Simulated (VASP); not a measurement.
# Ga2Sb2CO in VASP: single point with PBE+D3(BJ)

Aim: the single point of Ga2Sb2CO with PBE+D3(BJ).

Program: VASP 6.6.1. These are calculated values, not measurements. Logs are shortened: lines on timing, memory, paths and dates and some standing lists are left out, and cuts for length are marked.

## Step 1: The cell of the first run

The cell holds a slab with vacuum, 6 atoms: a = 4.334 Å, b = 4.334 Å, c = 23.620 Å, α = 90.00°, β = 90.00°, γ = 120.00°.

## Step 2: Single point, PBE+D3(BJ)

Input file INCAR:

```
SYSTEM = Ga2Sb2CO
ALGO = Normal ; DIPOL = 0.5 0.5 0.348
EDIFF = 1E-6 ; ENCUT = 520
GGA = PE ; GGA_COMPAT = .FALSE.
IDIPOL = 3 ; ISIF = 2
ISMEAR = 0 ; IVDW = 12
LASPH = .TRUE. ; LCHARG = .FALSE.
LDIPOL = .TRUE. ; LREAL = .FALSE.
LWAVE = .FALSE. ; NBANDS = 42
NELM = 120 ; NELMDL = -8
PREC = Accurate ; SIGMA = 0.1
```

Input file KPOINTS:

```
k-points
0
G
  6 6 1
  0 0 0
```

Input file POSCAR:

```
Ga2Sb2CO
1.0
    4.3343814647      0.0000000000      0.0000000000
   -2.1671907324      3.7536844581      0.0000000000
    0.0000000000      0.0000000000     23.6197422994
Sb Ga O C
2 2 1 1
Direct
    0.0000000000      0.0000000000      0.1693498578
    0.3333333333      0.6666666667      0.3259656336
    0.3333333333      0.6666666667      0.2068080104
    0.6666666667      0.3333333333      0.3585874135
    0.6666666667      0.7777777778      0.4898335533
    0.6666666667      0.7777777778      0.5385216375
```

Potentials or basis: VASP PAW PBE potentials, release 64 (Sb_d_GW, Ga_d, O, C).

The run is started by

```sh
$ cat potpaw_PBE.64/Sb_d_GW/POTCAR potpaw_PBE.64/Ga_d/POTCAR potpaw_PBE.64/O/POTCAR potpaw_PBE.64/C/POTCAR > POTCAR
$ mpirun -np 1 vasp_std > vasp.out
```

OUTCAR:

```text
SYSTEM = Ga2Sb2CO
   EDIFF = 1E-6
   ENCUT = 520
   GGA = PE
   ISIF = 2
   ISMEAR = 0
   IVDW = 12
   LASPH = .TRUE.
   LREAL = .FALSE.
   NELM = 120
   NELMDL = -8
   PREC = Accurate
 IVDW          = 12

 ion  position               nearest neighbor table
   1  0.000  0.000  0.169-   3 2.65   3 2.65   3 2.65
   2  0.333  0.667  0.326-   4 2.62   4 2.62   4 2.62   3 2.81
   3  0.333  0.667  0.207-   1 2.65   1 2.65   1 2.65   2 2.81
   4  0.667  0.333  0.359-   2 2.62   2 2.62   2 2.62
   5  0.667  0.778  0.490-   6 1.15
   6  0.667  0.778  0.539-   5 1.15

  LATTYP: Found a hexagonal cell.
 ALAT       =     4.3343814647
 C/A-ratio  =     5.4493916818

  Lattice vectors:

 A1 = (   4.3343814647,   0.0000000000,   0.0000000000)
 A2 = (  -2.1671907324,   3.7536844581,   0.0000000000)
 A3 = (   0.0000000000,   0.0000000000,  23.6197422994)

Analysis of symmetry for initial positions (statically):
=====================================================================
 Subroutine PRICEL returns:
 Original cell was already a primitive cell.

 Routine SETGRP: Setting up the symmetry group for a
 hexagonal supercell.

 Subroutine GETGRP returns: Found  1 space group operations
 (whereof  1 operations were pure point group operations)
 out of a pool of 24 trial point group operations.

The static configuration has the point symmetry C_1 .

Analysis of symmetry for dynamics (positions and initial velocities):
=====================================================================
 Subroutine PRICEL returns:
 Original cell was already a primitive cell.

 Routine SETGRP: Setting up the symmetry group for a
 hexagonal supercell.

 Subroutine GETGRP returns: Found  1 space group operations
 (whereof  1 operations were pure point group operations)
 out of a pool of 24 trial point group operations.

The dynamic configuration has the point symmetry C_1 .

 Subroutine INISYM returns: Found  1 space group operations
 (whereof  1 operations are pure point group operations),
 and found     1 'primitive' translations

----------------------------------------------------------------------------------------

                                     Primitive cell

  volume of cell :     384.2909

  direct lattice vectors                    reciprocal lattice vectors
     4.334381465  0.000000000  0.000000000     0.230713427  0.133202459  0.000000000
    -2.167190732  3.753684458  0.000000000     0.000000000  0.266404918  0.000000000
     0.000000000  0.000000000 23.619742299     0.000000000  0.000000000  0.042337464

  length of vectors
     4.334381465  4.334381465 23.619742299     0.266404918  0.266404918  0.042337464

  position of ions in fractional coordinates (direct lattice)
     0.000000000  0.000000000  0.169349858
     0.333333333  0.666666667  0.325965634
     0.333333333  0.666666667  0.206808010
     0.666666667  0.333333333  0.358587413
     0.666666667  0.777777778  0.489833553
     0.666666667  0.777777778  0.538521637

  ion indices of the primitive-cell ions
   primitive index   ion index
                 1           1
                 2           2
                 3           3
                 4           4
                 5           5
                 6           6

----------------------------------------------------------------------------------------

 KPOINTS: k-points

Automatic generation of k-mesh.
 Grid dimensions read from file:
 generate k-points for:    6    6    1

 Generating k-lattice:

  Cartesian coordinates                     Fractional coordinates (reciprocal lattice)
     0.038452238  0.022200410  0.000000000     0.166666667  0.000000000  0.000000000
     0.000000000  0.044400820  0.000000000     0.000000000  0.166666667  0.000000000
     0.000000000  0.000000000  0.042337464     0.000000000  0.000000000  1.000000000

  Length of vectors
     0.044400820  0.044400820  0.042337464

  Shift w.r.t. Gamma in fractional coordinates (k-lattice)
     0.000000000  0.000000000  0.000000000

 Subroutine IBZKPT returns following result:
 ===========================================

 Found     20 irreducible k-points:

 Following reciprocal coordinates:
            Coordinates               Weight
  0.000000  0.000000  0.000000      1.000000
  0.166667  0.000000  0.000000      2.000000
  0.000000  0.166667  0.000000      2.000000
 -0.166667  0.166667  0.000000      2.000000
  0.333333  0.000000  0.000000      2.000000
  0.000000  0.333333  0.000000      2.000000
[... 12 lines left out ...]
  0.500000 -0.166667  0.000000      2.000000
  0.333333  0.333333  0.000000      2.000000
   k-points           NKPTS =     20   k-points in BZ     NKDIM =     20   number of bands    NBANDS=     42
   number of dos      NEDOS =    301   number of ions     NIONS =      6
   total plane-waves  NPLWV = 184320
   dimension x,y,z NGX =    32 NGY =   32 NGZ =  180
   dimension x,y,z NGXF=    64 NGYF=   64 NGZF=  360
   ions per type =               2   2   1   1
   NGX,Y,Z   is equivalent  to a cutoff of  12.27, 12.27, 12.67 a.u.
   NGXF,Y,Z  is equivalent  to a cutoff of  24.55, 24.55, 25.34 a.u.
 SYSTEM =  Ga2Sb2CO
   PREC   = accura    normal or accurate (medium, high low for compatibility)
   ISTART =      0    job   : 0-new  1-cont  2-samecut
   ICHARG =      2    charge: 1-file 2-atom 10-const
   ISPIN  =      1    spin polarized calculation?
   LNONCOLLINEAR =      F non collinear calculations
   LSORBIT =      F    spin-orbit coupling
   LASPH  =      T    aspherical Exc in radial PAW
   ENCUT  =  520.0 eV  38.22 Ry    6.18 a.u.   8.06  8.06 43.92*2*pi/ulx,y,z
   NELM   =    120;   NELMIN=  2; NELMDL= -8     # of ELM steps
   EDIFF  = 0.1E-05   stopping-criterion for ELM
   LREAL  =      F    real-space projection
[... 7 lines left out ...]
   TEBEG  =    0.0;   TEEND  =   0.0 temperature during run
   PSTRESS=    0.0 pullay stress
   NELECT =      66.0000    total number of electrons
   NUPDOWN=      -1.0000    fix difference up-down
   EMIN   =  10.00;   EMAX   =-10.00  energy-range for DOS
   EFERMI =   0.00;   METHOD = LEGACY
   ISMEAR =     0;   SIGMA  =   0.10  broadening in eV -4-tet -1-fermi 0-gaus
   EFERMI_NEDOS =   21; number of points for ismear=-14 and -15
   IALGO  =     38    algorithm
   IMIX   =      4    mixing-type and parameters
     AMIX     =   0.40;   BMIX     =  1.00
     AMIX_MAG =   1.60;   BMIX_MAG =  1.00
  volume/ion in A,a.u.               =      64.05       432.22
  Fermi-wavevector in a.u.,A,eV,Ry     =   0.909989  1.719630 11.266711  0.828080
  Thomas-Fermi vector in A             =   2.034098
   LORBIT       =      0    0 simple, 1 ext, 2 COOP (PROOUT), +10 PAW based schemes
   GGA     = PE    functional components
   LHFCALC =     F    Hartree Fock is set to
   AEXX    =    0.0000 exact exchange contribution
   IVDW    =    12    specifies the selected vdW correction
   LEPSILON=     F    determine dielectric tensor
   LRPA    =     F    only Hartree local field effects (RPA)
 non-spin polarized calculation
 Gauss-broadening in eV      SIGMA  =   0.10
  energy-cutoff  :      520.00
  volume of cell :      384.29
 maximum number of plane-waves:     10378
   NGX = 17   NGY = 17   NGZ = 87

 dipolmoment           0.000000      0.000000      0.000060 electrons x Angstroem

 number of electron      66.0000001 magnetization

 dipolmoment           0.000000      0.000000     -0.098833 electrons x Angstroem

 Free energy of the ion-electron system (eV)
  ---------------------------------------------------
  ext. energy  EPLUGINS =         0.00000000
  ---------------------------------------------------
  free energy    TOTEN  =       -28.29107908 eV

  energy without entropy =      -28.28454374  energy(sigma->0) =      -28.28781141

 E-fermi :  -1.2885     XC(G=0):  -4.1762

 val. band max:       -1.2978653672   @ k =   0.0000   0.0000   0.0000
 cond. band min:      -1.2762535820   @ k =   0.3333   0.3333   0.0000
 fundamental gap:      0.0216117852
 Fermi energy:        -1.2884949510

 k-point     1 :       0.0000    0.0000    0.0000
  band No.  band energies     occupation
      1     -30.5142      2.00000
      2     -30.5015      2.00000
      3     -30.4996      2.00000
      4     -30.4867      2.00000
      5     -30.4851      2.00000
      6     -29.5567      2.00000
[... 34 lines left out ...]
     41       2.1515      0.00000
     42       2.6150      0.00000

 k-point     2 :       0.1667    0.0000    0.0000
  band No.  band energies     occupation
      1     -30.5135      2.00000
      2     -30.5018      2.00000
      3     -30.4991      2.00000
      4     -30.4862      2.00000
      5     -30.4852      2.00000
      6     -29.5568      2.00000
[... 34 lines left out ...]
     41       2.6427      0.00000
     42       2.8079      0.00000

 k-point     3 :       0.0000    0.1667    0.0000
  band No.  band energies     occupation
      1     -30.5135      2.00000
      2     -30.5014      2.00000
      3     -30.4994      2.00000
      4     -30.4867      2.00000
      5     -30.4847      2.00000
      6     -29.5566      2.00000
[... 34 lines left out ...]
     41       2.5764      0.00000
     42       2.6574      0.00000

 k-point     4 :      -0.1667    0.1667    0.0000
  band No.  band energies     occupation
      1     -30.5135      2.00000
      2     -30.5011      2.00000
      3     -30.4998      2.00000
      4     -30.4868      2.00000
      5     -30.4845      2.00000
      6     -29.5565      2.00000
[... 664 lines left out ...]
     41       3.7085      0.00000
     42       3.8017      0.00000

 k-point    19 :       0.5000   -0.1667    0.0000
  band No.  band energies     occupation
      1     -30.5117      2.00000
      2     -30.5022      2.00000
      3     -30.4983      2.00000
      4     -30.4856      2.00000
      5     -30.4843      2.00000
      6     -29.5565      2.00000
[... 34 lines left out ...]
     41       3.4602      0.00000
     42       3.8332      0.00000

 k-point    20 :       0.3333    0.3333    0.0000
  band No.  band energies     occupation
      1     -30.5112      2.00000
      2     -30.5015      2.00000
      3     -30.4991      2.00000
      4     -30.4857      2.00000
      5     -30.4840      2.00000
      6     -29.5552      2.00000
[... 34 lines left out ...]
     41       4.1296      0.00000
     42       4.5931      0.00000

------------------------ aborting loop because EDIFF is reached ----------------------------------------

 vacuum level on the upper side and lower side of the slab       (xc-potential included)        -0.619         0.487

 Edisp (eV)   -1.00055

 E8    (eV) :    -0.4652

  FORCE on cell =-STRESS in cart. coord.  units (eV):
  Direction    XX          YY          ZZ          XY          YZ          ZX
  --------------------------------------------------------------------------------------
  -------------------------------------------------------------------------------------
  Total      -0.13432    -0.11182    -1.00583    -0.01894     0.04644     0.05700
  in kB      -0.56000    -0.46619    -4.19350    -0.07897     0.19362     0.23766
  external pressure =       -1.74 kB  Pullay stress =        0.00 kB

 VOLUME and BASIS-vectors are now :
 -----------------------------------------------------------------------------
  energy-cutoff  :      520.00
  volume of cell :      384.29
      direct lattice vectors                 reciprocal lattice vectors
     4.334381465  0.000000000  0.000000000     0.230713427  0.133202459  0.000000000
    -2.167190732  3.753684458  0.000000000     0.000000000  0.266404918  0.000000000
     0.000000000  0.000000000 23.619742299     0.000000000  0.000000000  0.042337464

 POSITION                                       TOTAL-FORCE (eV/Angst)
 -----------------------------------------------------------------------------------
      0.00000      0.00000      4.00000        -0.005843     -0.001563      0.159506
     -0.00000      2.50246      7.69922        -0.003474     -0.004915     -0.033123
     -0.00000      2.50246      4.88475         0.000550      0.000102     -0.132857
      2.16719      1.25123      8.46974        -0.003020     -0.007290     -0.008835
      1.20399      2.91953     11.56974         0.016342      0.018291      0.672479
      1.20399      2.91953     12.71974        -0.004555     -0.004625     -0.657169
 -----------------------------------------------------------------------------------
    total drift:                                0.000412      0.000322     -0.003425

  FREE ENERGIE OF THE ION-ELECTRON SYSTEM (eV)
  ---------------------------------------------------
  free  energy   TOTEN  =       -29.2916298144 eV

  energy  without entropy=      -29.2850944706  energy(sigma->0) =      -29.28836214

 vacuum level on the upper side and lower side of the slab         2.489         3.591
```

Wall time 8.8 min (1 thread of Intel Xeon Platinum 8488C (Sapphire Rapids), shared host); peak memory 0.69 GiB.

What came out:

```
Free energy                : -29.2916 eV
Largest force              : 0.673 eV/Å
Band gap on the k mesh     : 0.02 eV (least direct gap 0.16 eV)
Dispersion energy per atom : -0.167 eV
```

Forces on the atoms (eV/Å):
```
Sb  -0.006 -0.002  0.160
Sb  -0.003 -0.005 -0.033
Ga   0.001  0.000 -0.133
Ga  -0.003 -0.007 -0.009
O    0.016  0.018  0.672
C   -0.005 -0.005 -0.657
```

Levels at points of the mesh, in eV from the valence-band top:
```csv
k point,band 30,band 31,band 32,band 33,band 34,band 35,band 36,band 37
"(0.00, 0.00, 0.00)",-1.12,-1.12,0.00,0.00,0.16,0.90,1.44,1.45
"(0.50, 0.00, 0.00)",-2.53,-2.46,-1.30,-1.19,0.41,0.66,1.21,1.30
"(0.00, 0.50, 0.00)",-2.52,-2.46,-1.30,-1.20,0.34,0.71,1.19,1.32
"(0.50, 0.50, 0.00)",-2.52,-2.46,-1.30,-1.21,0.35,0.71,1.19,1.32
```

Caveat: spin-orbit coupling is left out, which moves the levels of the heavy elements.
